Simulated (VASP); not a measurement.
A run of VASP 6.6.1 is set up as follows.

INCAR

```
PREC = Accurate
ENCUT = 520
EDIFF = 1E-7
ISMEAR = -1
SIGMA = 0.1
LREAL = F
LASPH = T
NELM = 150
ALGO = Normal
ISIF = 2
LWAVE = F
LCHARG = F
ISPIN = 2
MAGMOM = 1 0 0 0 0 0 0 0
LORBIT = 11
LMAXMIX = 4
GGA = CA
NBANDS = 49
```

Contents of KPOINTS:

```
Automatic mesh
0
Gamma
  4 4 4
```

File POSCAR:

```
VCu3S4
1.0
    5.3912000000      0.0000000000      0.0000000000
    0.0000000000      5.3912000000      0.0000000000
    0.0000000000      0.0000000000      5.3912000000
V Cu S
1 3 4
Direct
    0.0000000000      0.0000000000      0.0000000000
    0.5000000000      0.0000000000      0.0000000000
    0.0000000000      0.5000000000      0.0000000000
    0.0000000000      0.0000000000      0.5000000000
    0.2372000000      0.2372000000      0.2372000000
    0.2372000000      0.7628000000      0.7628000000
    0.7628000000      0.7628000000      0.2372000000
    0.7628000000      0.2372000000      0.7628000000
```

Potentials or basis: VASP PAW LDA potentials, release 64 (V_sv, Cu, S).

Run with:

```console
$ cat potpaw_LDA.64/V_sv/POTCAR potpaw_LDA.64/Cu/POTCAR potpaw_LDA.64/S/POTCAR > POTCAR
$ mpirun -np 1 vasp_std > vasp.out
```

(1) What does it give for the pressure?

(2) Estimate the net moment.

(3) Predict the largest force.

Answers

(1) -5.4 GPa.

(2) 0.00 μB per cell.

(3) 0.520 eV/Å.

Caveat: the cell stands under tension.
